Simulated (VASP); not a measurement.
Input of a VASP 6.6.1 run:

INCAR

```
SYSTEM = Ti7C8
PREC     = Accurate       ! precision mode
ENCUT    = 520            ! plane-wave cutoff, eV
EDIFF    = 1E-7           ! SCF threshold, eV
ISMEAR   = -1             ! smearing method
SIGMA    = 0.15           ! smearing width, eV
LREAL    = .False.        ! projectors in reciprocal space
LASPH    = .True.         ! aspherical terms in the spheres
NELM     = 120            ! most SCF steps
ALGO     = Normal         ! electronic algorithm
ISIF     = 2              ! what is computed and relaxed
LWAVE    = .False.        ! write WAVECAR
LCHARG   = .False.        ! write CHGCAR
GGA      = PE             ! functional
IBRION   = 2              ! ionic algorithm
NSW      = 60             ! ionic steps
EDIFFG   = -0.02          ! ionic threshold
GGA_COMPAT= .False.      
NELMIN   = 4
```

Contents of KPOINTS:

```
Automatic mesh
0
Gamma
  3 3 3
  0 0 0
```

Contents of POSCAR:

```
Ti7C8
1.0
    0.0000000000      4.3186000000      4.3186000000
    4.3186000000      0.0000000000      4.3186000000
    4.3186000000      4.3186000000      0.0000000000
C Ti
8 7
Direct
    0.2500000000      0.2500000000      0.2500000000
    0.2500000000      0.2500000000      0.7500000000
    0.2500000000      0.7500000000      0.2500000000
    0.2500000000      0.7500000000      0.7500000000
    0.7500000000      0.2500000000      0.2500000000
    0.7500000000      0.2500000000      0.7500000000
    0.7500000000      0.7500000000      0.2500000000
    0.7500000000      0.7500000000      0.7500000000
    0.0000000000      0.0000000000      0.5000000000
    0.0000000000      0.5000000000      0.0000000000
    0.0000000000      0.5000000000      0.5000000000
    0.5000000000      0.0000000000      0.0000000000
    0.5000000000      0.0000000000      0.5000000000
    0.5000000000      0.5000000000      0.0000000000
    0.5000000000      0.5000000000      0.5000000000
```

Potentials or basis: VASP PAW PBE potentials, release 64 (C, Ti_sv).

Command:

```console
$ cat potpaw_PBE.64/C/POTCAR potpaw_PBE.64/Ti_sv/POTCAR > POTCAR
$ mpirun -np 1 vasp_std > vasp.out
```

Predict the energy gained by relaxing.

6.2 meV/atom.

Predict the band gap on the k mesh.

zero (bands 58 and 59 overlap by 0.80 eV).

Final structure:
```
CELL_PARAMETERS angstrom
0.00000 4.31860 4.31860
4.31860 0.00000 4.31860
4.31860 4.31860 0.00000
ATOMIC_POSITIONS crystal
C 0.25000 0.25000 0.25000
C 0.25545 0.25545 0.74455
C 0.25545 0.74455 0.25545
C 0.25545 0.74455 0.74455
C 0.74455 0.25545 0.25545
C 0.74455 0.25545 0.74455
C 0.74455 0.74455 0.25545
C 0.75000 0.75000 0.75000
Ti 0.00000 0.00000 0.50000
Ti 0.00000 0.50000 0.00000
Ti 0.00000 0.50000 0.50000
Ti 0.50000 0.00000 0.00000
Ti 0.50000 0.00000 0.50000
Ti 0.50000 0.50000 0.00000
Ti 0.50000 0.50000 0.50000
```

Caveat: the k points lie up to 0.42 Å⁻¹ apart, too coarse for converged energies and pressures of a metal.
